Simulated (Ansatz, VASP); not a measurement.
# One calculation of CsPbCl3, two programs

The input INCAR:

```
SYSTEM = CsPbCl3
PREC     = Accurate       ! precision mode
ENCUT    = 520            ! plane-wave cutoff, eV
EDIFF    = 1E-6           ! SCF threshold, eV
ISMEAR   = 0              ! smearing method
SIGMA    = 0.01           ! smearing width, eV
LREAL    = .False.        ! projectors in reciprocal space
LASPH    = .True.         ! aspherical terms in the spheres
NELM     = 100            ! most SCF steps
ALGO     = Normal         ! electronic algorithm
ISIF     = 2              ! what is computed and relaxed
LWAVE    = .False.        ! write WAVECAR
LCHARG   = .False.        ! write CHGCAR
GGA      = PE             ! functional
NBANDS   = 30             ! bands
```

Contents of KPOINTS:

```
regular mesh
0
Gamma
  4 4 4
  0 0 0
```

Contents of POSCAR:

```
CsPbCl3
1.0
    4.0141224310      2.3175546661      3.2773182345
   -4.0141224310      2.3175546661      3.2773182345
    0.0000000000     -4.6351093322      3.2773182345
Cs Pb Cl
1 1 3
Direct
    0.5000000000      0.5000000000      0.5000000000
    0.0000000000      0.0000000000      0.0000000000
    0.5000000000      0.0000514515      0.9999485485
    0.0000514515      0.9999485485      0.5000000000
    0.9999485485      0.5000000000      0.0000514515
```

Input for Ansatz:

```yaml
crystal:
  lattice:
    - [4.014122431, 2.3175546661, 3.2773182345]
    - [-4.014122431, 2.3175546661, 3.2773182345]
    - [0.0, -4.6351093322, 3.2773182345]
  atoms:
    - { symbol: Cs, position: [0.5, 0.5, 0.5] }
    - { symbol: Pb, position: [0.0, 0.0, 0.0] }
    - { symbol: Cl, position: [0.5, 5.14515e-05, 0.9999485485] }
    - { symbol: Cl, position: [5.14515e-05, 0.9999485485, 0.5] }
    - { symbol: Cl, position: [0.9999485485, 0.5, 5.14515e-05] }
kpoints:
  mp_grid: { grid: [4, 4, 4] }
hamiltonian:
  xc: pbe
scf:
  occupations: { method: fixed }
  n_extra_bands: 5
  mixing: { beta: 0.05 }
  max_iter: 54
output:
  forces: true
  stress: true
  eigenvalues: true
```

Alike in both runs: task single point; functional PBE; k mesh 4 × 4 × 4; no spin polarisation.

```csv
,VASP,Ansatz
version,VASP 6.6.1,Ansatz 0.2.0
potentials or method,"VASP PAW PBE potentials, release 64 (Cs_sv, Pb_d, Cl)",plane waves
plane-wave cutoff (eV),520,420
occupations,"gaussian, width 0.01 eV",fixed
valence electrons in the cell,44,44
```

```tsv
	VASP	Ansatz	Ansatz less VASP
gap on the k mesh at the Fermi level (eV)	2.10	2.09	-0.009
pressure (GPa)	0.7	0.8	+0.05
```

Neither program's run includes spin-orbit coupling.
